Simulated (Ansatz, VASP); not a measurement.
## Two plane-wave programs on Al2Cu

Contents of INCAR:

```
SYSTEM = Al2Cu
PREC = Accurate
ENCUT = 520
EDIFF = 1E-6
ISMEAR = 0
SIGMA = 0.15
LREAL = .FALSE.
LASPH = .TRUE.
NELM = 60
ALGO = Fast
ISIF = 2
LWAVE = .FALSE.
LCHARG = .FALSE.
GGA = PE
NBANDS = 16
```

KPOINTS

```
Automatic mesh
0
G
  14 14 14
  0 0 0
```

The input POSCAR:

```
Al2Cu
1.0
   -2.0922936102      2.0922936102      2.7468500000
    2.0922936102     -2.0922936102      2.7468500000
    2.0922936102      2.0922936102     -2.7468500000
Al Cu
2 1
Direct
    0.7500000000      0.2500000000      0.5000000000
    0.2500000000      0.7500000000      0.5000000000
    0.5000000000      0.5000000000      0.0000000000
```

Input for Ansatz:

```yaml
crystal:
  lattice:
    - [-2.0922936102, 2.0922936102, 2.74685]
    - [2.0922936102, -2.0922936102, 2.74685]
    - [2.0922936102, 2.0922936102, -2.74685]
  atoms:
    - { symbol: Al, position: [0.75, 0.25, 0.5] }
    - { symbol: Al, position: [0.25, 0.75, 0.5] }
    - { symbol: Cu, position: [0.5, 0.5, 0.0] }
basis:
  ecutwfc: 520.0
kpoints:
  mp_grid: { grid: [14, 14, 14] }
hamiltonian:
  xc: pbe
  pseudopotentials: { kind: paw, azcp: { folder: soft_1 } }
scf:
  occupations: { method: gaussian, width: 0.15 }
output:
  forces: true
  stress: true
  eigenvalues: true
```

Alike in both runs: task single point; functional PBE; k mesh 14 × 14 × 14; occupations gaussian, width 0.15 eV; no spin polarisation.

|  | VASP | Ansatz |
| --- | --- | --- |
| version | VASP 6.6.1 | Ansatz 0.2.0 |
| potentials or method | VASP PAW PBE potentials, release 64 (Al, Cu), cutoff 520 eV | scalar-relativistic, plane waves, PAW |
| valence electrons in the cell | 17 | 25 |

```tsv
	VASP	Ansatz	Ansatz less VASP
gap on the k mesh at the Fermi level (eV)	none	none	-
pressure (GPa)	1.2	0.9	-0.31
traceless stress, the component that is largest in VASP (GPa)	5.18	5.25	+0.073
```

A gap of «none» marks a metal or a gap that the smearing closes. VASP's potentials hold 17 valence electrons a cell and Ansatz's 25, so a difference there can come from the potentials and not from the codes.
